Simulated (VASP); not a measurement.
# Au4S (P-43m) in VASP: notebook

The runs below take Au4S through single point, relaxation of cell and atoms, with PBE.

Everything below comes from runs of VASP 6.6.1. Logs are shortened: lines on timing, memory, paths and dates and some standing lists are left out, and cuts for length are marked.

### 1 The cell of the first run

The structure is cubic, space group P-43m (No. 215). Conventional cell: a = 4.694 Å, b = 4.694 Å, c = 4.694 Å, α = 90.00°, β = 90.00°, γ = 90.00°. S (site symmetry -43m) has 4 Au at 2.37 Å within 3.1 Å. Au (site symmetry 3m) has 1 S at 2.37 Å and 3 Au at 2.77 Å within 3.1 Å.

### 2 Single point, PBE

The input, INCAR:

```
  ALGO = Normal
  EDIFF = 1E-6
  ENCUT = 520
  GGA = PE
  ISIF = 2
  ISMEAR = 0
  LASPH = T
  LCHARG = T
  LELF = T
  LREAL = F
  LVHAR = T
  LWAVE = F
  NBANDS = 33
  NELM = 100
  PREC = Accurate
  SIGMA = 0.1
```

The input, KPOINTS:

```
k-points
0
Gamma
  4 4 4
```

The input, POSCAR:

```
Au4S
1.0
    4.6938210269      0.0000000000      0.0000000000
    0.0000000000      4.6938210269      0.0000000000
    0.0000000000      0.0000000000      4.6938210269
S Au
1 4
Direct
    0.0000000000      0.0000000000      0.0000000000
    0.2914196258      0.2914196258      0.2914196258
    0.7085803742      0.7085803742      0.2914196258
    0.7085803742      0.2914196258      0.7085803742
    0.2914196258      0.7085803742      0.7085803742
```

Potentials or basis: VASP PAW PBE potentials, release 64 (S, Au).

Started as:

```console
$ cat potpaw_PBE.64/S/POTCAR potpaw_PBE.64/Au/POTCAR > POTCAR
$ mpirun -np 1 vasp_std > vasp.out
```

OUTCAR:

```text
EDIFF = 1E-6
   ENCUT = 520
   GGA = PE
   ISIF = 2
   ISMEAR = 0
   LASPH = T
   LREAL = F
   NELM = 100
   PREC = Accurate

 ion  position               nearest neighbor table
   1  0.000  0.000  0.000-   2 2.37   3 2.37   4 2.37   5 2.37
   2  0.291  0.291  0.291-   1 2.37   3 2.77   4 2.77   5 2.77   4 3.36   5 3.36   3 3.36   5 3.36
                             3 3.36   4 3.36
   3  0.709  0.709  0.291-   1 2.37   2 2.77   4 2.77   5 2.77   2 3.36   5 3.36   2 3.36   4 3.36
                             4 3.36   5 3.36
   4  0.709  0.291  0.709-   1 2.37   2 2.77   3 2.77   5 2.77   2 3.36   5 3.36   2 3.36   3 3.36
                             3 3.36   5 3.36
   5  0.291  0.709  0.709-   1 2.37   2 2.77   3 2.77   4 2.77   2 3.36   4 3.36   2 3.36   3 3.36
                             3 3.36   4 3.36

  LATTYP: Found a simple cubic cell.
 ALAT       =     4.6938210269

  Lattice vectors:

 A1 = (   4.6938210269,   0.0000000000,   0.0000000000)
 A2 = (   0.0000000000,   4.6938210269,   0.0000000000)
 A3 = (   0.0000000000,   0.0000000000,   4.6938210269)

Analysis of symmetry for initial positions (statically):
=====================================================================
 Subroutine PRICEL returns:
 Original cell was already a primitive cell.

 Routine SETGRP: Setting up the symmetry group for a
 simple cubic supercell.

 Subroutine GETGRP returns: Found 24 space group operations
 (whereof 24 operations were pure point group operations)
 out of a pool of 48 trial point group operations.

The static configuration has the point symmetry T_d .

Analysis of symmetry for dynamics (positions and initial velocities):
=====================================================================
 Subroutine PRICEL returns:
 Original cell was already a primitive cell.

 Routine SETGRP: Setting up the symmetry group for a
 simple cubic supercell.

 Subroutine GETGRP returns: Found 24 space group operations
 (whereof 24 operations were pure point group operations)
 out of a pool of 48 trial point group operations.

The dynamic configuration has the point symmetry T_d .

 Subroutine INISYM returns: Found 24 space group operations
 (whereof 24 operations are pure point group operations),
 and found     1 'primitive' translations

----------------------------------------------------------------------------------------

                                     Primitive cell

  volume of cell :     103.4141

  direct lattice vectors                    reciprocal lattice vectors
     4.693821027  0.000000000  0.000000000     0.213046044  0.000000000  0.000000000
     0.000000000  4.693821027  0.000000000     0.000000000  0.213046044  0.000000000
     0.000000000  0.000000000  4.693821027     0.000000000  0.000000000  0.213046044

  length of vectors
     4.693821027  4.693821027  4.693821027     0.213046044  0.213046044  0.213046044

  position of ions in fractional coordinates (direct lattice)
     0.000000000  0.000000000  0.000000000
     0.291419626  0.291419626  0.291419626
     0.708580374  0.708580374  0.291419626
     0.708580374  0.291419626  0.708580374
     0.291419626  0.708580374  0.708580374

  ion indices of the primitive-cell ions
   primitive index   ion index
                 1           1
                 2           2
                 3           3
                 4           4
                 5           5

----------------------------------------------------------------------------------------

 KPOINTS: k-points

Automatic generation of k-mesh.
 Grid dimensions read from file:
 generate k-points for:    4    4    4

 Generating k-lattice:

  Cartesian coordinates                     Fractional coordinates (reciprocal lattice)
     0.053261511  0.000000000  0.000000000     0.250000000  0.000000000  0.000000000
     0.000000000  0.053261511  0.000000000     0.000000000  0.250000000  0.000000000
     0.000000000  0.000000000  0.053261511     0.000000000  0.000000000  0.250000000

  Length of vectors
     0.053261511  0.053261511  0.053261511

  Shift w.r.t. Gamma in fractional coordinates (k-lattice)
     0.000000000  0.000000000  0.000000000

 Subroutine IBZKPT returns following result:
 ===========================================

 Found     10 irreducible k-points:

 Following reciprocal coordinates:
            Coordinates               Weight
  0.000000  0.000000  0.000000      1.000000
  0.250000  0.000000  0.000000      6.000000
  0.500000  0.000000  0.000000      3.000000
  0.250000  0.250000  0.000000     12.000000
  0.500000  0.250000  0.000000     12.000000
  0.500000  0.500000  0.000000      3.000000
  0.250000  0.250000  0.250000      8.000000
  0.500000  0.250000  0.250000     12.000000
  0.500000  0.500000  0.250000      6.000000
  0.500000  0.500000  0.500000      1.000000
   k-points           NKPTS =     10   k-points in BZ     NKDIM =     10   number of bands    NBANDS=     33
   number of dos      NEDOS =    301   number of ions     NIONS =      5
   total plane-waves  NPLWV =  46656
   dimension x,y,z NGX =    36 NGY =   36 NGZ =   36
   dimension x,y,z NGXF=    72 NGYF=   72 NGZF=   72
   ions per type =               1   4
   NGX,Y,Z   is equivalent  to a cutoff of  12.75, 12.75, 12.75 a.u.
   NGXF,Y,Z  is equivalent  to a cutoff of  25.50, 25.50, 25.50 a.u.
 SYSTEM =  unknown system
   PREC   = accura    normal or accurate (medium, high low for compatibility)
   ISTART =      0    job   : 0-new  1-cont  2-samecut
   ICHARG =      2    charge: 1-file 2-atom 10-const
   ISPIN  =      1    spin polarized calculation?
   LNONCOLLINEAR =      F non collinear calculations
   LSORBIT =      F    spin-orbit coupling
   LASPH  =      T    aspherical Exc in radial PAW
   ENCUT  =  520.0 eV  38.22 Ry    6.18 a.u.   8.73  8.73  8.73*2*pi/ulx,y,z
   NELM   =    100;   NELMIN=  2; NELMDL= -5     # of ELM steps
   EDIFF  = 0.1E-05   stopping-criterion for ELM
   LREAL  =      F    real-space projection
   EDIFFG = 0.1E-04   stopping-criterion for IOM
   NSW    =      0    number of steps for IOM
   IBRION =     -1    ionic relax: 0-MD 1-quasi-New 2-CG
   NFREE  =      0    steps in history (QN), initial steepest desc. (CG)
   ISIF   =      2    stress and relaxation
   ISYM   =      2    0-nonsym 1-usesym 2-fastsym
   POTIM  = 0.5000    time-step for ionic-motion
   TEBEG  =    0.0;   TEEND  =   0.0 temperature during run
   PSTRESS=    0.0 pullay stress
   NELECT =      50.0000    total number of electrons
   NUPDOWN=      -1.0000    fix difference up-down
   EMIN   =  10.00;   EMAX   =-10.00  energy-range for DOS
   EFERMI =   0.00;   METHOD = LEGACY
   ISMEAR =     0;   SIGMA  =   0.10  broadening in eV -4-tet -1-fermi 0-gaus
   EFERMI_NEDOS =   21; number of points for ismear=-14 and -15
   IALGO  =     38    algorithm
   IMIX   =      4    mixing-type and parameters
     AMIX     =   0.40;   BMIX     =  1.00
     AMIX_MAG =   1.60;   BMIX_MAG =  1.00
  volume/ion in A,a.u.               =      20.68       139.57
  Fermi-wavevector in a.u.,A,eV,Ry     =   1.284907  2.428122 22.463022  1.650986
  Thomas-Fermi vector in A             =   2.417073
   LORBIT       =      0    0 simple, 1 ext, 2 COOP (PROOUT), +10 PAW based schemes
   GGA     = PE    functional components
   LHFCALC =     F    Hartree Fock is set to
   AEXX    =    0.0000 exact exchange contribution
   IVDW    =     0    specifies the selected vdW correction
   LEPSILON=     F    determine dielectric tensor
   LRPA    =     F    only Hartree local field effects (RPA)
 non-spin polarized calculation
 Gauss-broadening in eV      SIGMA  =   0.10
  energy-cutoff  :      520.00
  volume of cell :      103.41
 maximum number of plane-waves:      2809
 NGX is ok and might be reduce to    36
   NGX = 17   NGY = 17   NGZ = 17

 number of electron      50.0000003 magnetization

 Free energy of the ion-electron system (eV)
  ---------------------------------------------------
  ext. energy  EPLUGINS =         0.00000000
  ---------------------------------------------------
  free energy    TOTEN  =       -16.77195288 eV

  energy without entropy =      -16.77160384  energy(sigma->0) =      -16.77177836

 E-fermi :   5.6540     XC(G=0): -11.0452

 val. band max:        5.4687062909   @ k =   0.5000   0.0000   0.0000
 cond. band min:       5.8204990232   @ k =   0.5000   0.5000   0.5000
 fundamental gap:      0.3517927322
 Fermi energy:         5.6540178667

 k-point     1 :       0.0000    0.0000    0.0000
  band No.  band energies     occupation
      1      -7.8439      2.00000
      2      -0.2089      2.00000
      3      -0.2089      2.00000
      4      -0.2089      2.00000
      5       0.2524      2.00000
      6       0.9409      2.00000
[... 25 lines left out ...]
     32      15.0573      0.00000
     33      15.0573      0.00000

 k-point     2 :       0.2500    0.0000    0.0000
  band No.  band energies     occupation
      1      -7.7630      2.00000
      2      -0.9962      2.00000
      3       0.0632      2.00000
      4       0.0632      2.00000
      5       0.7972      2.00000
      6       1.0685      2.00000
[... 25 lines left out ...]
     32      13.6990      0.00000
     33      14.0117      0.00000

 k-point     3 :       0.5000    0.0000    0.0000
  band No.  band energies     occupation
      1      -7.6775      2.00000
      2      -1.4581      2.00000
      3       0.5210      2.00000
      4       0.5210      2.00000
      5       1.1112      2.00000
      6       1.3620      2.00000
[... 25 lines left out ...]
     32      13.9989      0.00000
     33      13.9989      0.00000

 k-point     4 :       0.2500    0.2500    0.0000
  band No.  band energies     occupation
      1      -7.7070      2.00000
      2      -1.0459      2.00000
      3      -0.0182      2.00000
      4       0.1518      2.00000
      5       1.0371      2.00000
      6       1.2301      2.00000
[... 169 lines left out ...]
     32      14.6388      0.00000
     33      14.9856      0.00000

 k-point     9 :       0.5000    0.5000    0.2500
  band No.  band energies     occupation
      1      -7.6345      2.00000
      2      -0.6529      2.00000
      3      -0.0478      2.00000
      4      -0.0478      2.00000
      5       1.0861      2.00000
      6       1.6551      2.00000
[... 25 lines left out ...]
     32      14.7753      0.00000
     33      16.5095      0.00000

 k-point    10 :       0.5000    0.5000    0.5000
  band No.  band energies     occupation
      1      -7.6488      2.00000
      2      -0.1988      2.00000
      3      -0.1988      2.00000
      4      -0.1988      2.00000
      5       0.7873      2.00000
      6       1.5884      2.00000
[... 25 lines left out ...]
     32      14.5195      0.00000
     33      16.2049      0.00000

------------------------ aborting loop because EDIFF is reached ----------------------------------------

  FORCE on cell =-STRESS in cart. coord.  units (eV):
  Direction    XX          YY          ZZ          XY          YZ          ZX
  --------------------------------------------------------------------------------------
  -------------------------------------------------------------------------------------
  Total       -0.2399899     -0.2399899     -0.2399899      0.0000000      0.0000000      0.0000000
  in kB       -3.7181252     -3.7181252     -3.7181252      0.0000000      0.0000000      0.0000000
  external PRESSURE =      -3.7181252 kB  Pullay stress =       0.0000000 kB

 VOLUME and BASIS-vectors are now :
 -----------------------------------------------------------------------------
  energy-cutoff  :      520.00
  volume of cell :      103.41
      direct lattice vectors                 reciprocal lattice vectors
     4.693821027  0.000000000  0.000000000     0.213046044  0.000000000  0.000000000
     0.000000000  4.693821027  0.000000000     0.000000000  0.213046044  0.000000000
     0.000000000  0.000000000  4.693821027     0.000000000  0.000000000  0.213046044

 POSITION                                       TOTAL-FORCE (eV/Angst)
 -----------------------------------------------------------------------------------
      0.00000      0.00000      0.00000         0.000000      0.000000      0.000000
      1.36787      1.36787      1.36787        -0.033342     -0.033342     -0.033342
      3.32595      3.32595      1.36787         0.033342      0.033342     -0.033342
      3.32595      1.36787      3.32595         0.033342     -0.033342      0.033342
      1.36787      3.32595      3.32595        -0.033342      0.033342      0.033342
 -----------------------------------------------------------------------------------
    total drift:                               -0.000000     -0.000000     -0.000000

  FREE ENERGIE OF THE ION-ELECTRON SYSTEM (eV)
  ---------------------------------------------------
  free  energy   TOTEN  =       -16.7719528825 eV

  energy  without entropy=      -16.7716038362  energy(sigma->0) =      -16.77177836
```

Run time: 42 s. Hardware: 1 thread of Oxide Virtual Turin-like, shared host; peak memory 0.17 GiB.

What came out:

```yaml
Free_energy: -16.7720 eV
Pressure: -0.4 GPa
Largest_force: 0.058 eV/Å
Band_gap_on_the_k_mesh: 0.35 eV, indirect (least direct gap 0.57 eV)
```

Forces in eV/Å, atoms in the order of the input:
```
S    0.000  0.000  0.000
Au  -0.033 -0.033 -0.033
Au   0.033  0.033 -0.033
Au   0.033 -0.033  0.033
Au  -0.033  0.033  0.033
```

Caveat: spin-orbit coupling is left out, which moves the levels of the heavy elements. A k mesh can miss the band edges.

(Continued in part 2 of 3.)
